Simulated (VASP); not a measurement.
Here is a VASP 6.6.1 calculation.

Contents of INCAR:

```
PREC = Accurate
ENCUT = 520
EDIFF = 1E-6
ISMEAR = -1
SIGMA = 0.08
LREAL = F
LASPH = T
NELM = 60
ALGO = Normal
ISIF = 2
LWAVE = F
LCHARG = F
NBANDS = 28
```

KPOINTS

```
Automatic mesh
0
Gamma
  9 9 9
```

The input POSCAR:

```
AgPt3
1.0
    3.9000000000      0.0195000000      0.0195000000
    0.0195000000      3.9000000000      0.0195000000
    0.0195000000      0.0195000000      3.9000000000
Ag Pt
1 3
Direct
    0.0000000000      0.0000000000      0.0000000000
    0.0000000000      0.5000000000      0.5000000000
    0.5000000000      0.0000000000      0.5000000000
    0.5000000000      0.5000000000      0.0000000000
```

Potentials or basis: VASP PAW LDA potentials, release 64 (Ag, Pt).

Command:

```console
$ cat potpaw_LDA.64/Ag/POTCAR potpaw_LDA.64/Pt/POTCAR > POTCAR
$ mpirun -np 1 vasp_std > vasp.out
```

Predict the band gap on the k mesh.

zero (an odd number of electrons rules out a gap without spin polarisation).

What does it give for the pressure?

2.9 GPa.

Stress tensor (GPa, compression positive):
```
 2.94 -1.12 -1.12
-1.12  2.94 -1.12
-1.12 -1.12  2.94
```

Caveat: the cell differs from its parent crystal (equal xy, yz and zx shear strains of +1 %); spin-orbit coupling is left out, which moves the levels of the heavy elements.
